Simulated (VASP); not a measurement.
# W in VASP: single point with PBE+D3(BJ)

Aim: the single point of W with PBE+D3(BJ).

Everything below comes from runs of VASP 6.6.1. Logs are shortened: lines on timing, memory, paths and dates and some standing lists are left out, and cuts for length are marked.

## 1. The cell of the first run

The cell holds a molecule in a box, 1 atom: a = 15.000 Å, b = 15.500 Å, c = 16.000 Å, α = 90.00°, β = 90.00°, γ = 90.00°.

## 2. Single point, PBE+D3(BJ), collinear spin

INCAR

```
SYSTEM = W
PREC = Accurate
ENCUT = 520
EDIFF = 1E-6
ISMEAR = 0
SIGMA = 0.005
LREAL = .False.
LASPH = .True.
NELM = 150
ALGO = Normal
ISIF = 2
LWAVE = .False.
LCHARG = .True.
ISPIN = 2
MAGMOM = 4
LORBIT = 11
LMAXMIX = 4
GGA = PE
IVDW = 12
LELF = .True.
LVHAR = .True.
ISYM = 0
NBANDS = 17
```

KPOINTS

```
Automatic mesh
0
Gamma
  1 1 1
  0 0 0
```

POSCAR

```
W
1.0
   15.0000000000      0.0000000000      0.0000000000
    0.0000000000     15.5000000000      0.0000000000
    0.0000000000      0.0000000000     16.0000000000
W
1
Direct
    0.5000000000      0.5000000000      0.5000000000
```

Potentials or basis: VASP PAW PBE potentials, release 64 (W_sv).

Launch:

```
$ cat potpaw_PBE.64/W_sv/POTCAR > POTCAR
$ mpirun -np 1 vasp_gam > vasp.out
```

OUTCAR:

```text
SYSTEM = W
   PREC = Accurate
   ENCUT = 520
   EDIFF = 1E-6
   ISMEAR = 0
   LREAL = .False.
   LASPH = .True.
   NELM = 150
   ISIF = 2
   ISPIN = 2
   LORBIT = 11
   GGA = PE
   IVDW = 12
   ISYM = 0
 IVDW          = 12

 ion  position               nearest neighbor table
   1  0.500  0.500  0.500-

IMPORTANT INFORMATION: All symmetrisations will be switched off!
NOSYMM: (Re-)initialisation of all symmetry stuff for point group C_1.

----------------------------------------------------------------------------------------

                                     Primitive cell

  volume of cell :    3720.0000

  direct lattice vectors                    reciprocal lattice vectors
    15.000000000  0.000000000  0.000000000     0.066666667  0.000000000  0.000000000
     0.000000000 15.500000000  0.000000000     0.000000000  0.064516129  0.000000000
     0.000000000  0.000000000 16.000000000     0.000000000  0.000000000  0.062500000

  length of vectors
    15.000000000 15.500000000 16.000000000     0.066666667  0.064516129  0.062500000

  position of ions in fractional coordinates (direct lattice)
     0.500000000  0.500000000  0.500000000

  ion indices of the primitive-cell ions
   primitive index   ion index
                 1           1

----------------------------------------------------------------------------------------

 KPOINTS: Automatic mesh

Automatic generation of k-mesh.
 Grid dimensions read from file:
 generate k-points for:    1    1    1

 Generating k-lattice:

  Cartesian coordinates                     Fractional coordinates (reciprocal lattice)
     0.066666667  0.000000000  0.000000000     1.000000000  0.000000000  0.000000000
     0.000000000  0.064516129  0.000000000     0.000000000  1.000000000  0.000000000
     0.000000000  0.000000000  0.062500000     0.000000000  0.000000000  1.000000000

  Length of vectors
     0.066666667  0.064516129  0.062500000

  Shift w.r.t. Gamma in fractional coordinates (k-lattice)
     0.000000000  0.000000000  0.000000000

 Subroutine IBZKPT returns following result:
 ===========================================

 Found      1 irreducible k-points:

 Following reciprocal coordinates:
            Coordinates               Weight
  0.000000  0.000000  0.000000      1.000000
   k-points           NKPTS =      1   k-points in BZ     NKDIM =      1   number of bands    NBANDS=     17
   number of dos      NEDOS =    301   number of ions     NIONS =      1
   total plane-waves  NPLWV = ******
   dimension x,y,z NGX =   112 NGY =  120 NGZ =  120
   dimension x,y,z NGXF=   224 NGYF=  240 NGZF=  240
   ions per type =               1
   NGX,Y,Z   is equivalent  to a cutoff of  12.41, 12.87, 12.47 a.u.
   NGXF,Y,Z  is equivalent  to a cutoff of  24.83, 25.74, 24.94 a.u.
 SYSTEM =  W
   PREC   = accura    normal or accurate (medium, high low for compatibility)
   ISTART =      0    job   : 0-new  1-cont  2-samecut
   ICHARG =      2    charge: 1-file 2-atom 10-const
   ISPIN  =      2    spin polarized calculation?
   LNONCOLLINEAR =      F non collinear calculations
   LSORBIT =      F    spin-orbit coupling
   LASPH  =      T    aspherical Exc in radial PAW
   ENCUT  =  520.0 eV  38.22 Ry    6.18 a.u.  27.89 28.82 29.75*2*pi/ulx,y,z
   NELM   =    150;   NELMIN=  2; NELMDL= -5     # of ELM steps
   EDIFF  = 0.1E-05   stopping-criterion for ELM
   LREAL  =      F    real-space projection
   EDIFFG = 0.1E-04   stopping-criterion for IOM
   NSW    =      0    number of steps for IOM
   IBRION =     -1    ionic relax: 0-MD 1-quasi-New 2-CG
   NFREE  =      0    steps in history (QN), initial steepest desc. (CG)
   ISIF   =      2    stress and relaxation
   ISYM   =      0    0-nonsym 1-usesym 2-fastsym
   POTIM  = 0.5000    time-step for ionic-motion
   TEBEG  =    0.0;   TEEND  =   0.0 temperature during run
   PSTRESS=    0.0 pullay stress
   NELECT =      14.0000    total number of electrons
   NUPDOWN=      -1.0000    fix difference up-down
   EMIN   =  10.00;   EMAX   =-10.00  energy-range for DOS
   EFERMI =   0.00;   METHOD = LEGACY
   ISMEAR =     0;   SIGMA  =   0.01  broadening in eV -4-tet -1-fermi 0-gaus
   EFERMI_NEDOS =   21; number of points for ismear=-14 and -15
   IALGO  =     38    algorithm
   IMIX   =      4    mixing-type and parameters
     AMIX     =   0.40;   BMIX     =  1.00
     AMIX_MAG =   1.60;   BMIX_MAG =  1.00
  volume/ion in A,a.u.               =    3720.00     25103.80
  Fermi-wavevector in a.u.,A,eV,Ry     =   0.254646  0.481211  0.882263  0.064844
  Thomas-Fermi vector in A             =   1.076024
   LORBIT       =     11    0 simple, 1 ext, 2 COOP (PROOUT), +10 PAW based schemes
   GGA     = PE    functional components
   LHFCALC =     F    Hartree Fock is set to
   AEXX    =    0.0000 exact exchange contribution
   IVDW    =    12    specifies the selected vdW correction
   LEPSILON=     F    determine dielectric tensor
   LRPA    =     F    only Hartree local field effects (RPA)
 spin polarized calculation
 Gauss-broadening in eV      SIGMA  =   0.01
  energy-cutoff  :      520.00
  volume of cell :     3720.00
 maximum number of plane-waves:     50071
 NGX is ok and might be reduce to   112
   NGX = 55   NGY = 57   NGZ = 59

 number of electron      13.9999998 magnetization       6.0000060

 Free energy of the ion-electron system (eV)
  ---------------------------------------------------
  ext. energy  EPLUGINS =         0.00000000
  ---------------------------------------------------
  free energy    TOTEN  =        -4.57095393 eV

  energy without entropy =       -4.57095393  energy(sigma->0) =       -4.57095393

 E-fermi :  -3.9367     XC(G=0):  -0.2359

 val. band max:       -4.0231708270   @ k =   0.0000   0.0000   0.0000
 cond. band min:      -2.4744387696   @ k =   0.0000   0.0000   0.0000
 fundamental gap:      1.5487320574
 Fermi energy:        -3.9366540152

 spin component 1

 k-point     1 :       0.0000    0.0000    0.0000
  band No.  band energies     occupation
      1     -77.0704      1.00000
      2     -41.6517      1.00000
      3     -41.6517      1.00000
      4     -41.6517      1.00000
      5      -5.7178      1.00000
      6      -4.0232      1.00000
      7      -4.0232      1.00000
      8      -4.0232      1.00000
      9      -4.0232      1.00000
     10      -4.0232      1.00000
     11      -1.3518      0.00000
     12      -1.3513      0.00000
     13      -1.3506      0.00000
     14      -0.1708      0.00000
     15       0.4742      0.00000
     16       0.5047      0.00000
     17       0.5394      0.00000
 Fermi energy:        -3.9366540152

 spin component 2

 k-point     1 :       0.0000    0.0000    0.0000
  band No.  band energies     occupation
      1     -75.3387      1.00000
      2     -39.2744      1.00000
      3     -39.2744      1.00000
      4     -39.2744      1.00000
      5      -2.4744      0.00000
      6      -0.7110      0.00000
      7      -0.7109      0.00000
      8      -0.7108      0.00000
      9      -0.7107      0.00000
     10      -0.7105      0.00000
     11       0.1096      0.00000
     12       0.5848      0.00000
     13       0.6206      0.00000
     14       0.6569      0.00000
     15       0.6608      0.00000
     16       0.7072      0.00000
     17       0.8835      0.00000

------------------------ aborting loop because EDIFF is reached ----------------------------------------

 Edisp (eV)   -0.00017

 E8    (eV) :    -0.0000

  FORCE on cell =-STRESS in cart. coord.  units (eV):
  Direction    XX          YY          ZZ          XY          YZ          ZX
  --------------------------------------------------------------------------------------
  -------------------------------------------------------------------------------------
  Total      -0.01020    -0.01054    -0.01062    -0.00001    -0.00000     0.00000
  in kB      -0.00439    -0.00454    -0.00457    -0.00000    -0.00000     0.00000
  external pressure =       -0.00 kB  Pullay stress =        0.00 kB

 VOLUME and BASIS-vectors are now :
 -----------------------------------------------------------------------------
  energy-cutoff  :      520.00
  volume of cell :     3720.00
      direct lattice vectors                 reciprocal lattice vectors
    15.000000000  0.000000000  0.000000000     0.066666667  0.000000000  0.000000000
     0.000000000 15.500000000  0.000000000     0.000000000  0.064516129  0.000000000
     0.000000000  0.000000000 16.000000000     0.000000000  0.000000000  0.062500000

 POSITION                                       TOTAL-FORCE (eV/Angst)
 -----------------------------------------------------------------------------------
      7.50000      7.75000      8.00000        -0.000000     -0.000000      0.000001
 -----------------------------------------------------------------------------------
    total drift:                               -0.000000     -0.000000      0.000001

  FREE ENERGIE OF THE ION-ELECTRON SYSTEM (eV)
  ---------------------------------------------------
  free  energy   TOTEN  =        -4.5711189954 eV

  energy  without entropy=       -4.5711189954  energy(sigma->0) =       -4.57111900

 total charge

# of ion       s       p       d       tot
------------------------------------------
    1        2.306   5.928   3.622  11.856

 magnetization (x)

# of ion       s       p       d       tot
------------------------------------------
    1        0.311   0.005   3.622   3.937
```

Run time: 10 min. Hardware: 1 thread of Intel Xeon Platinum 8488C (Sapphire Rapids), shared host; peak memory 3.4 GiB.

Results:

* Free energy: -4.5711 eV
* Gap between the frontier levels: 1.55 eV
* Net moment: 6.00 μB per cell
* Site moments: W +3.94 μB
* Valence electrons inside the program's atomic spheres: W 11.86
* Dispersion energy per atom: 0.000 eV

Caveat: spin-orbit coupling is left out, which moves the levels of the heavy elements.
